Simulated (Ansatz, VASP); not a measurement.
# One calculation of ZrB, two programs

```
CELL_PARAMETERS angstrom
0.00000 2.45465 2.45465
2.45465 0.00000 2.45465
2.45465 2.45465 0.00000
ATOMIC_POSITIONS crystal
Zr 0.50000 0.50000 0.50000
B 0.00000 0.00000 0.00000
```

Alike in both runs: task single point; functional r2SCAN; k mesh 12 × 12 × 12; occupations gaussian, width 0.05 eV; no spin polarisation.

```csv
,VASP,Ansatz
version,VASP 6.6.1,Ansatz 0.2.0
potentials or method,"VASP PAW PBE potentials, release 64 (Zr_sv, B), cutoff 520 eV","scalar-relativistic, plane waves, PAW"
valence electrons in the cell,15,15
```

```csv
,VASP,Ansatz,Ansatz less VASP
gap on the k mesh at the Fermi level (eV),none,none,-
pressure (GPa),0.3,0.2,-0.05
```

VASP's potentials were made for PBE, not for r2SCAN. A gap of «none» marks a metal or a gap that the smearing closes. With one functional, cell and mesh, what is left measures potentials, basis and numerics.
